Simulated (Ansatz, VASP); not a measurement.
**One calculation of NbTe, two programs**

POSCAR

```
NbTe
1.0
    3.7029743866      0.0000000000      0.0000000000
   -1.8514871933      3.2068698884      0.0000000000
    0.0000000000      0.0000000000      3.6942110000
Te Nb
1 1
Direct
    0.6666666667      0.3333333333      0.0000000000
    0.0000000000      0.0000000000      0.5000000000
```

File INCAR.step1:

```
SYSTEM = NbTe
ALGO = Normal
EDIFF = 1E-4
ENCUT = 520
GGA = PE
GGA_COMPAT = .False.
ISMEAR = -1
LASPH = .True.
LCHARG = .False.
LMAXMIX = 4
LREAL = .False.
LSORBIT = .True.
LWAVE = .True.
MAGMOM = 0 0 0 0 0 0
NBANDS = 31
NELM = 150
PREC = Accurate
SIGMA = 0.05
```

File INCAR.step2:

```
SYSTEM = NbTe
ALGO = Normal
EDIFF = 1E-6
ENCUT = 520
GGA_COMPAT = .False.
ISIF = 2
ISMEAR = -1
ISTART = 1
LASPH = .True.
LCHARG = .False.
LMAXMIX = 4
LMIXTAU = .True.
LORBIT = 11
LORBMOM = .True.
LREAL = .False.
LSORBIT = .True.
LWAVE = .False.
MAGMOM = 0 0 0 0 0 0
METAGGA = R2SCAN
NBANDS = 31
NELM = 150
PREC = Accurate
SIGMA = 0.05
```

The input KPOINTS:

```
k-points
0
Gamma
  6 6 5
  0 0 0
```

File input.yaml:

```yaml
crystal:
  lattice:
    - [3.7029743866, 0.0, 0.0]
    - [-1.8514871933, 3.2068698884, 0.0]
    - [0.0, 0.0, 3.694211]
  atoms:
    - { symbol: Te, position: [0.6666666667, 0.3333333333, 0.0] }
    - { symbol: Nb, position: [0.0, 0.0, 0.5] }
hamiltonian:
  xc: r2scan
  pseudopotentials: { kind: paw_fr }
magnetization:
  noncollinear: true
  spin_orbit: true
kpoints:
  mp_grid: { grid: [6, 6, 5] }
  band_path:
    path:
      - [[0.0, 0.0, 0.0], [0.5, 0.0, 0.0], [0.3333333333, 0.3333333333, 0.0], [0.0, 0.0, 0.0], [0.0, 0.0, 0.5], [0.5, 0.0, 0.5], [0.3333333333, 0.3333333333, 0.5], [0.0, 0.0, 0.5]]
      - [[0.5, 0.0, 0.5], [0.5, 0.0, 0.0]]
      - [[0.3333333333, 0.3333333333, 0.0], [0.3333333333, 0.3333333333, 0.5]]
    npoints: 14
scf:
  occupations: { method: fermi_dirac, width: 0.05 }
  n_extra_bands: 6
output:
  forces: true
  stress: true
  eigenvalues: true
  fatbands: true
```

Alike in both runs: functional r2SCAN; k mesh 6 × 6 × 5; occupations fermi-dirac, width 0.05 eV; non-collinear spin, spin-orbit coupling.

```csv
,VASP,Ansatz
version,VASP 6.6.1,Ansatz 0.2.0
potentials or method,"VASP PAW PBE potentials, release 64 (Te, Nb_sv)",Ansatz PAW
plane-wave cutoff (eV),520,500
valence electrons in the cell,19,29
task,single point,band structure
```

|  | VASP | Ansatz | Ansatz less VASP |
| --- | --- | --- | --- |
| pressure (GPa) | -1.5 | -1.4 | +0.13 |
| traceless stress, the component that is largest in VASP (GPa) | 0.02 | 0.06 | +0.045 |
| net moment per atom (μB) | 0.00 | 0.00 | 0.000 |

VASP's potentials were made for PBE, not for r2SCAN. With one functional, cell and mesh, what is left measures potentials, basis and numerics. VASP's potentials hold 19 valence electrons a cell and Ansatz's 29, so a difference there can come from the potentials and not from the codes.
